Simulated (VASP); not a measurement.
# ZrS2 (P-3m1) in VASP: a series of runs

The runs below take ZrS2 through vibrations by perturbation theory, with PBEsol.

Program: VASP 6.6.1. These are calculated values, not measurements. Logs are shortened: lines on timing, memory, paths and dates and some standing lists are left out, and cuts for length are marked.

## 1. The cell of the first run

The structure is trigonal, space group P-3m1 (No. 164). The conventional cell has a = 3.490 Å, b = 3.490 Å, c = 5.314 Å, α = 90.00°, β = 90.00°, γ = 120.00°. Zr (site symmetry -3m) has 6 S at 2.51 Å within 3.3 Å. S (site symmetry 3m) has 3 Zr at 2.51 Å and 3 S at 3.08 Å within 3.3 Å.

## 2. Vibrations by perturbation theory, PBEsol

File INCAR:

```
PREC = Accurate
ENCUT = 500
EDIFF = 1E-8
ISMEAR = -1
SIGMA = 0.15
LREAL = False
LASPH = True
NELM = 120
ALGO = Normal
ISIF = 2
LWAVE = False
LCHARG = True
GGA = PS
NBANDS = 19
IBRION = 8
NSW = 1
GGA_COMPAT = False
```

File KPOINTS:

```
regular mesh
0
Gamma
  12 12 8
```

File POSCAR:

```
ZrS2
1.0
    3.4900166813      0.0000000000      0.0000000000
   -1.7450083407      3.0224431056      0.0000000000
    0.0000000000      0.0000000000      5.3142306773
Zr S
1 2
Direct
    0.0000000000      0.0000000000      0.0000000000
    0.3333333333      0.6666666667      0.2802556927
    0.6666666667      0.3333333333      0.7197443073
```

Potentials or basis: VASP PAW PBE potentials, release 64 (Zr_sv, S).

The run is started by

```bash
$ cat potpaw_PBE.64/Zr_sv/POTCAR potpaw_PBE.64/S/POTCAR > POTCAR
$ mpirun -np 1 vasp_std > vasp.out
```

OUTCAR:

```text
PREC = Accurate
   ENCUT = 500
   EDIFF = 1E-8
   ISMEAR = -1
   LREAL = False
   LASPH = True
   NELM = 120
   ISIF = 2
   GGA = PS
   IBRION = 8
   NSW = 1

 ion  position               nearest neighbor table
   1  0.000  0.000  0.000-   2 2.51   3 2.51   2 2.51   3 2.51   3 2.51   2 2.51
   2  0.333  0.667  0.280-   1 2.51   1 2.51   1 2.51
   3  0.667  0.333  0.720-   1 2.51   1 2.51   1 2.51

  LATTYP: Found a hexagonal cell.
 ALAT       =     3.4900166813
 C/A-ratio  =     1.5226949217

  Lattice vectors:

 A1 = (   3.4900166813,   0.0000000000,   0.0000000000)
 A2 = (  -1.7450083407,   3.0224431056,   0.0000000000)
 A3 = (   0.0000000000,   0.0000000000,   5.3142306773)

Analysis of symmetry for initial positions (statically):
=====================================================================
 Subroutine PRICEL returns:
 Original cell was already a primitive cell.

 Routine SETGRP: Setting up the symmetry group for a
 hexagonal supercell.

 Subroutine GETGRP returns: Found 12 space group operations
 (whereof 12 operations were pure point group operations)
 out of a pool of 24 trial point group operations.

The static configuration has the point symmetry D_3d.

Analysis of symmetry for dynamics (positions and initial velocities):
=====================================================================
 Subroutine PRICEL returns:
 Original cell was already a primitive cell.

 Routine SETGRP: Setting up the symmetry group for a
 hexagonal supercell.

 Subroutine GETGRP returns: Found 12 space group operations
 (whereof 12 operations were pure point group operations)
 out of a pool of 24 trial point group operations.

The dynamic configuration has the point symmetry D_3d.

 Subroutine INISYM returns: Found 12 space group operations
 (whereof 12 operations are pure point group operations),
 and found     1 'primitive' translations

----------------------------------------------------------------------------------------

                                     Primitive cell

  volume of cell :      56.0565

  direct lattice vectors                    reciprocal lattice vectors
     3.490016681  0.000000000  0.000000000     0.286531582  0.165429086  0.000000000
    -1.745008341  3.022443106  0.000000000     0.000000000  0.330858172  0.000000000
     0.000000000  0.000000000  5.314230677     0.000000000  0.000000000  0.188173992

  length of vectors
     3.490016681  3.490016681  5.314230677     0.330858172  0.330858172  0.188173992

  position of ions in fractional coordinates (direct lattice)
     0.000000000  0.000000000  0.000000000
     0.333333333  0.666666667  0.280255693
     0.666666667  0.333333333  0.719744307

  ion indices of the primitive-cell ions
   primitive index   ion index
                 1           1
                 2           2
                 3           3

----------------------------------------------------------------------------------------

 KPOINTS: regular mesh

Automatic generation of k-mesh.
 Grid dimensions read from file:
 generate k-points for:   12   12    8

 Generating k-lattice:

  Cartesian coordinates                     Fractional coordinates (reciprocal lattice)
     0.023877632  0.013785757  0.000000000     0.083333333  0.000000000  0.000000000
[... 91 lines left out ...]
  energy-cutoff  :      500.00
  volume of cell :       56.06
 maximum number of plane-waves:      1445
 NGX is ok and might be reduce to    28
   NGX = 13   NGY = 13   NGZ = 19

--------------------------------------- Ionic step        1  -------------------------------------------

 number of electron      23.9999998 magnetization

 Free energy of the ion-electron system (eV)
  ---------------------------------------------------
  ext. energy  EPLUGINS =         0.00000000
  ---------------------------------------------------
  free energy    TOTEN  =       -22.33006804 eV

  energy without entropy =      -22.30657970  energy(sigma->0) =      -22.31832387

 E-fermi :   7.2508     XC(G=0): -10.8530

 val. band max:        7.0797451616   @ k =   0.0833   0.0833   0.0000
 cond. band min:       7.3289292344   @ k =   0.5000   0.0000   0.5000
 fundamental gap:      0.2491840727
 Fermi energy:         7.2507557690

 k-point     1 :       0.0000    0.0000    0.0000
  band No.  band energies     occupation
      1     -41.5905      2.00000
      2     -19.7942      2.00000
      3     -19.5434      2.00000
      4     -19.5434      2.00000
      5      -6.7126      2.00000
      6      -4.2869      2.00000
[... 505 lines left out ...]
      6      -4.4844      2.00000
[... 11 lines left out ...]
     18      13.7841      0.00000
     19      15.2650      0.00000

 [... further k-points ...]

------------------------ aborting loop because EDIFF is reached ----------------------------------------

  FORCE on cell =-STRESS in cart. coord.  units (eV):
  Direction    XX          YY          ZZ          XY          YZ          ZX
  --------------------------------------------------------------------------------------
  -------------------------------------------------------------------------------------
  Total        3.1818120      3.1818120      3.1971411     -0.0000000      0.0000000      0.0000000
  in kB       90.9408612     90.9408612     91.3789894     -0.0000000      0.0000000      0.0000000
  external PRESSURE =      91.0869040 kB  Pullay stress =       0.0000000 kB

 VOLUME and BASIS-vectors are now :
 -----------------------------------------------------------------------------
  energy-cutoff  :      500.00
  volume of cell :       56.06
      direct lattice vectors                 reciprocal lattice vectors
     3.490016681  0.000000000  0.000000000     0.286531582  0.165429086  0.000000000
    -1.745008341  3.022443106  0.000000000     0.000000000  0.330858172  0.000000000
     0.000000000  0.000000000  5.314230677     0.000000000  0.000000000  0.188173992

 POSITION                                       TOTAL-FORCE (eV/Angst)
 -----------------------------------------------------------------------------------
      0.00000      0.00000      0.00000        -0.000000      0.000000      0.000000
     -0.00000      2.01496      1.48934         0.000000      0.000000      0.011632
      1.74501      1.00748      3.82489        -0.000000     -0.000000     -0.011632
 -----------------------------------------------------------------------------------
    total drift:                               -0.000000     -0.000000     -0.000000

  FREE ENERGIE OF THE ION-ELECTRON SYSTEM (eV)
  ---------------------------------------------------
  free  energy   TOTEN  =       -22.3300680408 eV

  energy  without entropy=      -22.3065796998  energy(sigma->0) =      -22.31832387

[... ionic steps 2 to 3 ...]

--------------------------------------- Ionic step        4  -------------------------------------------

------------------------ aborting loop because EDIFF is reached ----------------------------------------
[... 11 lines left out ...]
[... ionic steps 8 to 8 ...]

--------------------------------------- Ionic step        9  -------------------------------------------

 Free energy of the ion-electron system (eV)
  ---------------------------------------------------
  ---------------------------------------------------
  free energy    TOTEN  =        -0.12343098 eV

  energy without entropy =       -0.12341172

------------------------ aborting loop because EDIFF is reached ----------------------------------------

 INTERNAL STRAIN TENSOR  FOR ION    2  DIRECTION 3   (eV/Angst):
 -----------------------------------------------------------------------------
   -11.40823  0.00000  0.00000
     0.00000-11.40823 -0.00000
    -0.00000  0.00000-14.27394

 INTERNAL STRAIN TENSOR FOR ION    3 for displacements in x,y,z  (eV/Angst):
          X           Y           Z          XY          YZ          ZX
  --------------------------------------------------------------------------------
  x     0.00000    -0.00000     0.00000    -4.75803    -0.00000    10.14794
  y    -4.75803     4.75803     0.00000    -0.00000    11.24761    -0.00000
  z    11.40823    11.40823    14.27394    -0.00000     0.00000     0.00000

 SECOND DERIVATIVES (NOT SYMMETRIZED)
 ------------------------------------
               1X          1Y          1Z          2X          2Y          2Z          3X          3Y          3Z
  1X    -5.174480    0.000000    0.000000    2.587240   -0.000000    0.000000    2.587240   -0.000000    0.000000
  1Y     0.000000   -5.174480    0.000000   -0.000000    2.587240    0.000000   -0.000000    2.587240    0.000000
  1Z     0.000000   -0.000000  -17.776243   -0.000000    0.000000    8.888121   -0.000000    0.000000    8.888121
  2X     2.575185   -0.000000    0.000000   -5.368108    0.000000   -0.000000    2.792922   -0.000000   -0.000000
  2Y    -0.000000    2.575185   -0.000000    0.000000   -5.368108    0.000000   -0.000000    2.792922    0.000000
  2Z     0.000000    0.000000    8.888727    0.000000    0.000000  -12.012378   -0.000000   -0.000000    3.123652
  3X     2.575185   -0.000000    0.000000    2.792922   -0.000000   -0.000000   -5.368108    0.000000   -0.000000
  3Y    -0.000000    2.575185   -0.000000   -0.000000    2.792922    0.000000    0.000000   -5.368108    0.000000
  3Z     0.000000    0.000000    8.888727   -0.000000   -0.000000    3.123652    0.000000    0.000000  -12.012378

 Eigenvectors and eigenvalues of the dynamical matrix
 ----------------------------------------------------

   1 f  =   10.741167 THz    67.488742 2PiTHz  358.286762 cm-1    44.421877 meV
             X         Y         Z           dx          dy          dz
      0.000000  0.000000  0.000000     0.000000    0.000000   -0.642488
     -0.000000  2.014962  1.489343     0.000000   -0.000000    0.541853
      1.745008  1.007481  3.824887    -0.000000   -0.000000    0.541853
[... 43 lines left out ...]
   9 f/i=    0.006656 THz     0.041821 2PiTHz    0.222019 cm-1     0.027527 meV
             X         Y         Z           dx          dy          dz
      0.000000  0.000000  0.000000    -0.765310   -0.019011    0.000000
     -0.000000  2.014962  1.489343    -0.454799   -0.011298    0.000000
      1.745008  1.007481  3.824887    -0.454799   -0.011298    0.000000

--------------------------------------------------------------------------------------------------------

 ELASTIC MODULI CONTR FROM IONIC RELAXATION (kBar)
 Direction    XX          YY          ZZ          XY          YZ          ZX
 --------------------------------------------------------------------------------
 XX        -650.0886   -332.9460   -614.9851      0.0000    374.8498     -0.0000
 YY        -332.9460   -650.0886   -614.9851      0.0000   -374.8498      0.0000
 ZZ        -614.9851   -614.9851   -769.4675      0.0000      0.0000     -0.0000
 XY           0.0000      0.0000      0.0000   -158.5713      0.0000    338.2012
 YZ         374.8498   -374.8498      0.0000      0.0000   -886.1146      0.0000
 ZX          -0.0000      0.0000     -0.0000    338.2012      0.0000   -721.3160
 --------------------------------------------------------------------------------
```

Run time: 25 min. Hardware: 1 thread of AMD EPYC 9R45 (Zen 5), shared host; peak memory 1.1 GiB.

Results:

| Quantity | Value |
| --- | --- |
| Highest phonon frequency at Γ, LO-TO splitting left out | 358 cm⁻¹ |

Phonon frequencies in cm⁻¹ (negative: imaginary):
```tsv
q point	frequencies
(0.000, 0.000, 0.000)	0 0 0 193 193 263 263 358 358
```

Caveat: the cell stands under pressure or tension, which shifts response properties; the PAW data sets were made with another functional, which shifts forces and pressure a little.

(Continued in part 2 of 2.)
